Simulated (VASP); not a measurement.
Here is a VASP 6.6.1 calculation.

The input INCAR:

```
ALGO = Normal
EDIFF = 1E-7
ENCUT = 520
GGA = PE
ISIF = 2
ISMEAR = 0
LASPH = True
LCHARG = True
LELF = True
LREAL = False
LVHAR = True
LWAVE = False
NBANDS = 11
NELM = 100
PREC = Accurate
SIGMA = 0.05
```

Contents of KPOINTS:

```
k-points
0
Gamma
  10 10 10
```

The input POSCAR:

```
NaH
1.0
    3.0290021000      0.0000000000      0.0000000000
    0.0000000000      3.0290021000      0.0000000000
    0.0000000000      0.0000000000      2.8073678000
Na H
1 1
Direct
    0.0000000000      0.0000000000      0.0000000000
    0.5000000000      0.5000000000      0.5000000000
```

Potentials or basis: VASP PAW PBE potentials, release 64 (Na_pv, H).

Launch:

```console
$ cat potpaw_PBE.64/Na_pv/POTCAR potpaw_PBE.64/H/POTCAR > POTCAR
$ mpirun -np 1 vasp_std > vasp.out
```

Q: Estimate the band gap on the k mesh.

A: 0.75 eV, indirect (least direct gap 4.35 eV).

Q: What does it give for the pressure?

A: 0.3 GPa.

Stress tensor (GPa, compression positive):
```
-2.57  0.00  0.00
 0.00 -2.57  0.00
 0.00  0.00  6.05
```

Caveat: the cell differs from its parent crystal (strain +0.025 along x and y, -0.050 along z). A k mesh can miss the band edges.
